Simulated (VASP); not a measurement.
**AlNi3: single point with PBEsol**

The system is AlNi3.

```
Ni Al
1.0
     0.00000    2.80189    2.80189
     2.80189    0.00000    2.80189
     2.80189    2.80189    0.00000
Ni Al
3 1
Direct
  0.75000 0.75000 0.75000
  0.00000 0.00000 0.00000
  0.25000 0.25000 0.25000
  0.50000 0.50000 0.50000
```

```json
{
 "Program": "VASP 6.6.1",
 "Task": "single point",
 "Functional": "PBEsol",
 "Potentials or basis": "VASP PAW PBE potentials, release 64 (Ni_sv_GW, Al)",
 "Cutoff": "590 eV",
 "k mesh": "7 × 7 × 7",
 "Occupations": "fermi-dirac, width 0.05 eV",
 "Spin": "collinear spin, ferromagnetic start",
 "Starting moments": "[0.5, 0.5, 0.5, 0.0] μB",
 "Fixed moment": "1.5 μB"
}
```

```yaml
Pressure: -1.6 GPa
Net_moment: 1.50 μB per cell
Site_moments: Ni +0.44, +0.57; Al +0.01 μB
Valence_electrons_inside_the_program's_atomic_spheres: Ni 16.45, 16.40; Al 0.82
```

Wall time 53 s on 1 thread of Intel(R) Xeon(R) 6975P-C (Granite Rapids) (shared host), peak memory 0.24 GiB.

Caveat: the PAW data sets were made with another functional, which shifts forces and pressure a little; the total moment is fixed, so each spin has its own Fermi level.
